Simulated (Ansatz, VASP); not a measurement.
TiO2 in VASP and in Ansatz

```
Ti O
1.0
     0.00000    2.24188    2.24188
     2.24188    0.00000    2.24188
     2.24188    2.24188    0.00000
Ti O
1 2
Direct
  0.00000 0.00000 0.00000
  0.25000 0.25000 0.25000
  0.75000 0.75000 0.75000
```

Change from the starting cell: volume scaled by 0.8, LAPW.

Alike in both runs: task single point; functional PBE; k mesh 12 × 12 × 12; occupations fermi-dirac, width 0.1 eV; no spin polarisation.

|  | VASP | Ansatz |
| --- | --- | --- |
| version | VASP 6.6.1 | Ansatz 0.2.0 |
| potentials or method | VASP PAW PBE potentials, release 64 (Ti_sv, O), cutoff 520 eV | all-electron LAPW, scalar-relativistic |

|  | VASP | Ansatz | Ansatz less VASP |
| --- | --- | --- | --- |
| pressure (GPa) | 90.4 | 89.0 | -1.41 |

Both programs put the cell under a high pressure, so it lies far from rest at this level. Ansatz ran all-electron here, and VASP with PAW potentials.

Noted on VASP's run: the cell as given lies far from equilibrium.
